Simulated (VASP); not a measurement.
# Nb (Fm-3m) in VASP: relaxation of volume and atoms at fixed shape with r2SCAN

Aim: the relaxation of volume and atoms at fixed shape of Nb with r2SCAN.

All numbers are computed with VASP 6.6.1; they aren't measurements. Logs are shortened: lines on timing, memory, paths and dates and some standing lists are left out, and cuts for length are marked.

## Step 1: The cell of the first run

It takes space group Fm-3m (No. 225, cubic). The conventional cell has a = 4.230 Å, b = 4.230 Å, c = 4.230 Å, α = 90.00°, β = 90.00°, γ = 90.00°. Nb (site symmetry m-3m) has 12 Nb at 2.99 Å within 3.9 Å.

This isn't the form of Nb at room conditions, which is bcc.

## Step 2: Relaxation of volume and atoms at fixed shape, r2SCAN

Input file POSCAR:

```
Nb
1.0
    0.0000000000      2.1150000000      2.1150000000
    2.1150000000      0.0000000000      2.1150000000
    2.1150000000      2.1150000000      0.0000000000
Nb
1
Direct
    0.0000000000      0.0000000000      0.0000000000
```

Input file INCAR.step1:

```
PREC = Accurate
ENCUT = 600
ISMEAR = 1
SIGMA = 0.05
LREAL = F
LASPH = T
NELM = 100
GGA = PE
ALGO = Normal
EDIFF = 1E-4
LWAVE = T
LCHARG = F
```

Input file INCAR.step2:

```
PREC = Accurate
ENCUT = 600
EDIFF = 1E-6
ISMEAR = 1
SIGMA = 0.05
LREAL = F
LASPH = T
NELM = 100
ALGO = Normal
ISIF = 8
LWAVE = F
LCHARG = F
METAGGA = R2SCAN
LMIXTAU = T
IBRION = 2
NSW = 80
EDIFFG = -0.02
ISTART = 1
```

Input file KPOINTS:

```
Automatic mesh
0
Gamma
  19 19 19
```

Potentials or basis: VASP PAW PBE potentials, release 64 (Nb_sv).

Started as:

```
$ cat potpaw_PBE.64/Nb_sv/POTCAR > POTCAR
$ cp INCAR.step1 INCAR
$ mpirun -np 1 vasp_std > vasp.out
$ cp INCAR.step2 INCAR
$ mpirun -np 1 vasp_std > vasp.out
```

OUTCAR:

```text
PREC = Accurate
   ENCUT = 600
   EDIFF = 1E-6
   ISMEAR = 1
   LREAL = F
   LASPH = T
   NELM = 100
   ISIF = 8
   METAGGA = R2SCAN
   IBRION = 2
   NSW = 80
   EDIFFG = -0.02
   ISTART = 1

 ion  position               nearest neighbor table
   1  0.000  0.000  0.000-

  LATTYP: Found a face centered cubic cell.
 ALAT       =     4.2300000000

  Lattice vectors:

 A1 = (   0.0000000000,   2.1150000000,   2.1150000000)
 A2 = (   2.1150000000,   0.0000000000,   2.1150000000)
 A3 = (   2.1150000000,   2.1150000000,   0.0000000000)

Analysis of symmetry for initial positions (statically):
=====================================================================
 Subroutine PRICEL returns:
 Original cell was already a primitive cell.

 Routine SETGRP: Setting up the symmetry group for a
 face centered cubic supercell.

 Subroutine GETGRP returns: Found 48 space group operations
 (whereof 48 operations were pure point group operations)
 out of a pool of 48 trial point group operations.

The static configuration has the point symmetry O_h .

Analysis of symmetry for dynamics (positions and initial velocities):
=====================================================================
 Subroutine PRICEL returns:
 Original cell was already a primitive cell.

 Routine SETGRP: Setting up the symmetry group for a
 face centered cubic supercell.

 Subroutine GETGRP returns: Found 48 space group operations
 (whereof 48 operations were pure point group operations)
 out of a pool of 48 trial point group operations.

The dynamic configuration has the point symmetry O_h .

 Subroutine INISYM returns: Found 48 space group operations
 (whereof 48 operations are pure point group operations),
 and found     1 'primitive' translations

----------------------------------------------------------------------------------------

                                     Primitive cell

  volume of cell :      18.9217

  direct lattice vectors                    reciprocal lattice vectors
     0.000000000  2.115000000  2.115000000    -0.236406619  0.236406619  0.236406619
     2.115000000  0.000000000  2.115000000     0.236406619 -0.236406619  0.236406619
     2.115000000  2.115000000  0.000000000     0.236406619  0.236406619 -0.236406619

  length of vectors
     2.991061684  2.991061684  2.991061684     0.409468276  0.409468276  0.409468276

  position of ions in fractional coordinates (direct lattice)
     0.000000000  0.000000000  0.000000000

  ion indices of the primitive-cell ions
   primitive index   ion index
                 1           1

----------------------------------------------------------------------------------------

 KPOINTS: Automatic mesh

Automatic generation of k-mesh.
 Grid dimensions read from file:
 generate k-points for:   19   19   19

 Generating k-lattice:

  Cartesian coordinates                     Fractional coordinates (reciprocal lattice)
    -0.012442454  0.012442454  0.012442454     0.052631579  0.000000000  0.000000000
     0.012442454 -0.012442454  0.012442454     0.000000000  0.052631579  0.000000000
     0.012442454  0.012442454 -0.012442454     0.000000000  0.000000000  0.052631579

  Length of vectors
     0.021550962  0.021550962  0.021550962

  Shift w.r.t. Gamma in fractional coordinates (k-lattice)
     0.000000000  0.000000000  0.000000000

 Subroutine IBZKPT returns following result:
 ===========================================

 Found    220 irreducible k-points:

 Following reciprocal coordinates:
            Coordinates               Weight
  0.000000  0.000000  0.000000      1.000000
  0.052632  0.000000  0.000000      8.000000
  0.105263  0.000000  0.000000      8.000000
  0.157895  0.000000  0.000000      8.000000
  0.210526  0.000000  0.000000      8.000000
  0.263158  0.000000  0.000000      8.000000
[... 16 lines left out ...]
 -0.315789  0.052632  0.000000     24.000000
 -0.263158  0.052632  0.000000     24.000000
 [... further k-points ...]
   k-points           NKPTS =    220   k-points in BZ     NKDIM =    220   number of bands    NBANDS=     10
   number of dos      NEDOS =    301   number of ions     NIONS =      1
   total plane-waves  NPLWV =  13824
   dimension x,y,z NGX =    24 NGY =   24 NGZ =   24
   dimension x,y,z NGXF=    48 NGYF=   48 NGZF=   48
   ions per type =               1
   NGX,Y,Z   is equivalent  to a cutoff of  13.34, 13.34, 13.34 a.u.
   NGXF,Y,Z  is equivalent  to a cutoff of  26.68, 26.68, 26.68 a.u.
 SYSTEM =  unknown system
   PREC   = accura    normal or accurate (medium, high low for compatibility)
   ISTART =      1    job   : 0-new  1-cont  2-samecut
   ICHARG =      0    charge: 1-file 2-atom 10-const
   ISPIN  =      1    spin polarized calculation?
   LNONCOLLINEAR =      F non collinear calculations
   LSORBIT =      F    spin-orbit coupling
   LASPH  =      T    aspherical Exc in radial PAW
   ENCUT  =  600.0 eV  44.10 Ry    6.64 a.u.   5.97  5.97  5.97*2*pi/ulx,y,z
   NELM   =    100;   NELMIN=  2; NELMDL=  0     # of ELM steps
   EDIFF  = 0.1E-05   stopping-criterion for ELM
   LREAL  =      F    real-space projection
   EDIFFG = -.2E-01   stopping-criterion for IOM
   NSW    =     80    number of steps for IOM
   IBRION =      2    ionic relax: 0-MD 1-quasi-New 2-CG
   NFREE  =      1    steps in history (QN), initial steepest desc. (CG)
   ISIF   =      8    stress and relaxation
   ISYM   =      2    0-nonsym 1-usesym 2-fastsym
   POTIM  = 0.5000    time-step for ionic-motion
   TEBEG  =    0.0;   TEEND  =   0.0 temperature during run
   PSTRESS=    0.0 pullay stress
   NELECT =      13.0000    total number of electrons
   NUPDOWN=      -1.0000    fix difference up-down
   EMIN   =  10.00;   EMAX   =-10.00  energy-range for DOS
   EFERMI =   0.00;   METHOD = LEGACY
   ISMEAR =     1;   SIGMA  =   0.05  broadening in eV -4-tet -1-fermi 0-gaus
   EFERMI_NEDOS =   21; number of points for ismear=-14 and -15
   IALGO  =     38    algorithm
   IMIX   =      4    mixing-type and parameters
     AMIX     =   0.40;   BMIX     =  1.00
     AMIX_MAG =   1.60;   BMIX_MAG =  1.00
  volume/ion in A,a.u.               =      18.92       127.69
  Fermi-wavevector in a.u.,A,eV,Ry     =   1.444560  2.729823 28.392005  2.086754
  Thomas-Fermi vector in A             =   2.562841
   LORBIT       =      0    0 simple, 1 ext, 2 COOP (PROOUT), +10 PAW based schemes
   METAGGA = R2SCAN    functional components
   LHFCALC =     F    Hartree Fock is set to
   AEXX    =    0.0000 exact exchange contribution
   IVDW    =     0    specifies the selected vdW correction
   LEPSILON=     F    determine dielectric tensor
   LRPA    =     F    only Hartree local field effects (RPA)
 conjugate gradient relaxation of ions
 non-spin polarized calculation
 Methfessel and Paxton  Order N= 1 SIGMA  =   0.05
  energy-cutoff  :      600.00
  volume of cell :       18.92
 maximum number of plane-waves:       643
   NGX = 11   NGY = 11   NGZ = 11

--------------------------------------- Ionic step        1  -------------------------------------------

 number of electron      13.0000001 magnetization

 Free energy of the ion-electron system (eV)
  ---------------------------------------------------
  ext. energy  EPLUGINS =         0.00000000
  ---------------------------------------------------
  free energy    TOTEN  =       -24.50863397 eV

  energy without entropy =      -24.50873405  energy(sigma->0) =      -24.50866733

------------------------ aborting loop because EDIFF is reached ----------------------------------------

  FORCE on cell =-STRESS in cart. coord.  units (eV):
  Direction    XX          YY          ZZ          XY          YZ          ZX
  --------------------------------------------------------------------------------------
  -------------------------------------------------------------------------------------
  Total       -0.2756022     -0.2756022     -0.2756022     -0.0000000     -0.0000000     -0.0000000
  in kB      -23.3363116    -23.3363116    -23.3363116     -0.0000000     -0.0000000     -0.0000000
  external PRESSURE =     -23.3363116 kB  Pullay stress =       0.0000000 kB
[... 55 lines left out ...]
  energy  without entropy=      -24.5036306620  energy(sigma->0) =      -24.50367832

--------------------------------------- Ionic step        3  -------------------------------------------

 number of electron      13.0000001 magnetization

 Free energy of the ion-electron system (eV)
  ---------------------------------------------------
  ext. energy  EPLUGINS =         0.00000000
  ---------------------------------------------------
  free energy    TOTEN  =       -24.51058375 eV

  energy without entropy =      -24.51066383  energy(sigma->0) =      -24.51061045

 E-fermi :  11.0365     XC(G=0): -13.4142

 val. band max:       11.0291737660   @ k =   0.4737   0.1579   0.0000
 cond. band min:      11.0369640476   @ k =  -0.4737   0.2632   0.0000
 fundamental gap:      0.0077902816
 Fermi energy:        11.0365152381

 k-point     1 :       0.0000    0.0000    0.0000
  band No.  band energies     occupation
      1     -45.5802      2.00000
      2     -20.2024      2.00000
      3     -20.2024      2.00000
      4     -20.2024      2.00000
      5       4.4245      2.00000
      6      11.1778     -0.00048
      7      11.1778     -0.00048
      8      11.1778     -0.00048
      9      14.0216      0.00000
     10      14.0216      0.00000
[... 287 lines left out ...]
 k-point    24 :      -0.2632    0.0526    0.0000
  band No.  band energies     occupation
      1     -45.4485      2.00000
      2     -20.9917      2.00000
      3     -20.3425      2.00000
      4     -20.2886      2.00000
      5       6.6927      2.00000
      6      10.2467      2.00000
      7      11.4646     -0.00000
      8      11.5991     -0.00000
      9      13.8854      0.00000
     10      14.7628      0.00000

 [... further k-points ...]

------------------------ aborting loop because EDIFF is reached ----------------------------------------

  FORCE on cell =-STRESS in cart. coord.  units (eV):
  Direction    XX          YY          ZZ          XY          YZ          ZX
  --------------------------------------------------------------------------------------
  -------------------------------------------------------------------------------------
  Total       -0.0040386     -0.0040386     -0.0040386      0.0000000      0.0000000      0.0000000
  in kB       -0.3467508     -0.3467508     -0.3467508      0.0000000      0.0000000      0.0000000
  external PRESSURE =      -0.3467508 kB  Pullay stress =       0.0000000 kB
[... 16 lines left out ...]
  FREE ENERGIE OF THE ION-ELECTRON SYSTEM (eV)
  ---------------------------------------------------
  free  energy   TOTEN  =       -24.5105837542 eV

  energy  without entropy=      -24.5106638329  energy(sigma->0) =      -24.51061045

 reached required accuracy - stopping structural energy minimisation
```

Run time: 6.3 min. Hardware: 1 thread of Intel Xeon Platinum 8259CL at 2.50GHz (Skylake/Cascade Lake), shared host; peak memory 0.19 GiB.

Results:

- Free energy: -24.5106 eV
- Relaxed volume: 18.66 Å³/atom
- Relaxed cell: a = 2.977 Å, b = 2.977 Å, c = 2.977 Å, α = 60.00°, β = 60.00°, γ = 60.00°
- Space group after relaxing (to 0.1 Å): Fm-3m (No. 225)
- Energy gained by relaxing: 1.9 meV/atom
- Ionic steps: 3
- Pressure after relaxing: 0.0 GPa
- Band gap on the k mesh: zero (an odd number of electrons rules out a gap without spin polarisation)

The path:
| step | energy change (eV) | largest force (eV/Å) | pressure (GPa) | volume (Å³) |
| --- | --- | --- | --- | --- |
| 1 | 0.0000 | 0.0000 | -2.33 | 18.92 |
| 2 | 0.0049 | 0.0000 | 4.67 | 18.18 |
| 3 | -0.0019 | 0.0000 | -0.03 | 18.66 |

Final structure:
```cif
data_structure
_symmetry_space_group_name_H-M 'P 1'
_symmetry_Int_Tables_number 1
_cell_length_a 2.9772
_cell_length_b 2.9772
_cell_length_c 2.9772
_cell_angle_alpha 60.000
_cell_angle_beta 60.000
_cell_angle_gamma 60.000
_cell_volume 18.66
loop_
_atom_site_label
_atom_site_type_symbol
_atom_site_fract_x
_atom_site_fract_y
_atom_site_fract_z
_atom_site_occupancy
Nb1 Nb 0.00000 0.00000 0.00000 1
```

Levels at points of the mesh, in eV from the Fermi level:
| k point | band 2 | band 3 | band 4 | band 5 | band 6 | band 7 | band 8 | band 9 | band 10 |
| --- | --- | --- | --- | --- | --- | --- | --- | --- | --- |
| (0.00, 0.00, 0.00) | -31.24 | -31.24 | -31.24 | -6.61 | 0.14 | 0.14 | 0.14 | 2.99 | 2.99 |

Caveat: the PAW data sets were made with another functional, which shifts forces and pressure a little.
